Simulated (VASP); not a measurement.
**MnRe3: single point with PBE**

MnRe3:

```
Mn Re
1.0
     3.83932    0.00000    0.00000
     0.00000    3.83932    0.00000
     0.00000    0.00000    3.83932
Mn Re
1 3
Direct
  0.00000 0.00000 0.00000
  0.00000 0.50000 0.50000
  0.50000 0.00000 0.50000
  0.50000 0.50000 0.00000
```

- Program: VASP 6.6.1
- Task: single point
- Functional: PBE
- Potentials or basis: VASP PAW PBE potentials, release 64 (Mn_pv, Re)
- Cutoff: 520 eV
- k mesh: 12 × 12 × 12
- Occupations: gaussian, width 0.1 eV
- Spin: collinear spin, ferromagnetic start
- Starting moments: [1.94, 0.0, 0.0, 0.0] μB

```
Pressure                                              : -3.0 GPa
Band gap on the k mesh                                : zero (filled and empty bands overlap)
Net moment                                            : 0.00 μB per cell
Valence electrons inside the program's atomic spheres : Mn 11.84; Re 6.10
```

Levels at points of the mesh, in eV from the Fermi level:
Spin up:
```csv
k point,band 13,band 14,band 15,band 16,band 17,band 18,band 19,band 20,band 21,band 22
"(0.00, 0.00, 0.00)",-1.46,0.77,0.77,2.62,2.62,2.62,2.83,2.83,2.83,2.87
"(0.50, 0.00, 0.00)",-2.46,-1.04,-0.93,0.09,0.11,0.11,0.57,0.57,0.60,1.23
"(0.50, 0.50, 0.00)",-2.49,-2.49,-1.75,-0.32,-0.25,-0.25,-0.17,0.47,0.47,1.15
"(0.50, 0.50, 0.50)",-1.67,-1.27,-1.27,0.21,0.21,0.21,0.44,2.26,2.26,2.26
```
Spin down:
```tsv
k point	band 14	band 15	band 16	band 17	band 18	band 19	band 20	band 21
(0.00, 0.00, 0.00)	0.77	0.77	2.62	2.62	2.62	2.83	2.83	2.83
(0.50, 0.00, 0.00)	-1.04	-0.93	0.09	0.11	0.11	0.57	0.57	0.60
(0.50, 0.50, 0.00)	-2.49	-1.75	-0.32	-0.25	-0.25	-0.17	0.47	0.47
(0.50, 0.50, 0.50)	-1.27	-1.27	0.21	0.21	0.21	0.44	2.26	2.26
```

Wall time 4.8 min on 1 thread of AMD EPYC 9R45 96-Core Processor (Zen 5), with other jobs on the host, peak memory 0.31 GiB.

Caveat: spin-orbit coupling is left out, which moves the levels of the heavy elements.
